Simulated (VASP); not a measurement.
La2NbO3:

```
CELL_PARAMETERS angstrom
3.53991 0.00000 0.00000
0.00000 3.53991 0.00000
0.00000 0.00000 7.76540
ATOMIC_POSITIONS crystal
La 0.00000 0.50000 0.73723
La 0.50000 0.00000 0.26277
Nb 0.00000 0.00000 0.00000
O 0.50000 0.50000 0.00000
O 0.00000 0.50000 0.37740
O 0.50000 0.00000 0.62260
```

* Program: VASP 6.6.1
* Task: relaxation of cell and atoms
* Functional: PBE
* Potentials or basis: VASP PAW PBE potentials, release 64 (La, Nb_sv, O)
* Cutoff: 600 eV
* k mesh: 6 × 6 × 2
* Occupations: gaussian, width 0.1 eV
* Spin: collinear spin, zero start
* Starting moments: [0.0, 0.0, 0.0, 0.0, 0.0, 0.0] μB

At the start: pressure -3.1 GPa; volume 16.22 Å³/atom.

**Question.** Where does the relaxation end?

**Answer.** Over 16 steps the energy falls by 631.3 meV/atom and the volume is 16.70 Å³/atom (+3.0 %); space group P-4m2 (No. 115, to 0.05 Å); moment 0.00 μB per cell.

Step by step:
```tsv
step	energy change (eV)	largest force (eV/Å)	pressure (GPa)	volume (Å³)
1	0.0000	5.8661	-3.11	97.31
2	-2.7524	1.6762	3.71	92.71
3	-2.9651	1.2632	9.40	90.97
4	-3.4249	0.8831	-3.77	102.82
5	-3.4254	0.8935	-3.46	102.44
6	-3.6583	0.8171	-0.33	101.64
7	-3.6817	0.8010	1.24	101.20
8	-3.7369	0.2144	-2.33	103.15
9	-3.7388	0.2442	-1.81	102.86
10	-3.7727	0.1605	0.19	100.38
11	-3.7741	0.1658	0.67	99.78
12	-3.7852	0.1865	-0.26	100.10
13	-3.7852	0.1838	-0.32	100.12
14	-3.7868	0.0259	0.58	99.63
15	-3.7872	0.0430	0.31	99.78
16	-3.7879	0.0097	-0.06	100.20
```

Final structure:
```xyz
6
Lattice="3.2864 0.0000 0.0000 0.0000 3.2864 0.0000 0.0000 0.0000 9.2773" Properties=species:S:1:pos:R:3 pbc="T T T"
La    3.2864    1.6432    6.2483
La    1.6432    0.0000    3.0290
Nb    0.0000    0.0000    9.2773
O     1.6432    1.6432    9.2773
O     0.0000    1.6432    3.6971
O     1.6432    3.2864    5.5803
```

Caveat: the k points lie up to 0.34 Å⁻¹ apart in the final cell.
